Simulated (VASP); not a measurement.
Wanted: the native input for a VASP 6.6.1 run.

```
Task                   : single point
Functional             : PBE
Potentials or basis    : VASP PAW PBE potentials, release 64 (Al, Cu)
Cutoff                 : 520 eV
k mesh                 : 10 × 10 × 14
Occupations            : gaussian, width 0.15 eV
Spin                   : no spin polarisation
Dipole correction      : no
Further INCAR settings : ALGO = Fast; EDIFF = 1e-07; NBANDS = 16
```

The structure of Al2Cu lies in POSCAR:

```
Al2Cu
1.0
    4.1211626268      0.0000000000      0.0000000000
    0.0000000000      4.1211626268      0.0000000000
    0.0000000000      0.0000000000      2.8847334069
Al Cu
2 1
Direct
    0.5067846504      0.0058614588      0.5000000000
   -0.0888098901      0.4741577779      0.5000000000
    0.0348277965      0.0084838028      0.0000000000
```

This cell differs from its parent crystal: atoms displaced along several vibrational modes.

These files were run (other wordings do the same):

INCAR

```
PREC = Accurate
ENCUT = 520
EDIFF = 1E-7
ISMEAR = 0
SIGMA = 0.15
LREAL = False
LASPH = True
NELM = 60
ALGO = Fast
ISIF = 2
LWAVE = False
LCHARG = False
GGA = PE
NBANDS = 16
```

KPOINTS

```
regular mesh
0
Gamma
  10 10 14
```

Potentials or basis: VASP PAW PBE potentials, release 64 (Al, Cu).

The run is started by

```sh
$ cat potpaw_PBE.64/Al/POTCAR potpaw_PBE.64/Cu/POTCAR > POTCAR
$ mpirun -np 1 vasp_std > vasp.out
```

It gave:

```yaml
Pressure: 2.8 GPa
Largest_force: 1.551 eV/Å
Band_gap_on_the_k_mesh: zero (an odd number of electrons rules out a gap without spin polarisation)
```

Caveat: the cell differs from its parent crystal (atoms displaced along several vibrational modes); forces of over 1 eV/Å act on the atoms, so gaps and moduli don't describe the material at rest.

Run time: 7.6 min on 1 thread of Intel Xeon 8259CL, with other jobs on the host, peak memory 0.42 GiB.
